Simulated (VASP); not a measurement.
Crystal: Si.

```
Si
1.0
     3.85899    0.00000    0.00000
    -1.92949    3.34198    0.00000
     0.00000    0.00000   12.67601
Si
8
Direct
  0.00000 0.00000 0.00050
  0.33333 0.66667 0.24965
  0.00000 0.00000 0.50050
  0.66667 0.33333 0.74965
  0.00000 0.00000 0.18700
  0.33333 0.66667 0.43785
  0.00000 0.00000 0.68700
  0.66667 0.33333 0.93785
```

This isn't the form of Si at room conditions, which is diamond.

| Item | Value |
| --- | --- |
| Program | VASP 6.6.1 |
| Task | relaxation of cell and atoms |
| Functional | PBEsol |
| Potentials or basis | VASP PAW PBE potentials, release 64 (Si) |
| Cutoff | 600 eV |
| k mesh | 12 × 12 × 2 |
| Occupations | fermi-dirac, width 0.02 eV |
| Spin | no spin polarisation |

At the start: pressure -1.7 GPa; volume 20.43 Å³/atom.

Problem. How do energy, volume and symmetry change on relaxing?

Solution. Over 3 steps the energy falls by 2.1 meV/atom and the volume is 20.05 Å³/atom (-1.9 %); space group P6_3/mmc (No. 194, to 0.1 Å) before and after.

Step by step:
| step | energy change (eV) | largest force (eV/Å) | pressure (GPa) | volume (Å³) |
| --- | --- | --- | --- | --- |
| 1 | 0.0000 | 0.0039 | -1.72 | 163.48 |
| 2 | -0.0091 | 0.0099 | 1.23 | 158.35 |
| 3 | -0.0169 | 0.0042 | 0.00 | 160.39 |

Final structure:
```
Si
1.0
     3.83446    0.00000    0.00000
    -1.91723    3.32074    0.00000
     0.00000    0.00000   12.59590
Si
8
Direct
  0.00000 0.00000 0.00050
  0.33333 0.66667 0.24965
  0.00000 0.00000 0.50050
  0.66667 0.33333 0.74965
  0.00000 0.00000 0.18700
  0.33333 0.66667 0.43785
  0.00000 0.00000 0.68700
  0.66667 0.33333 0.93785
```

Caveat: the PAW data sets were made with another functional, which shifts forces and pressure a little.
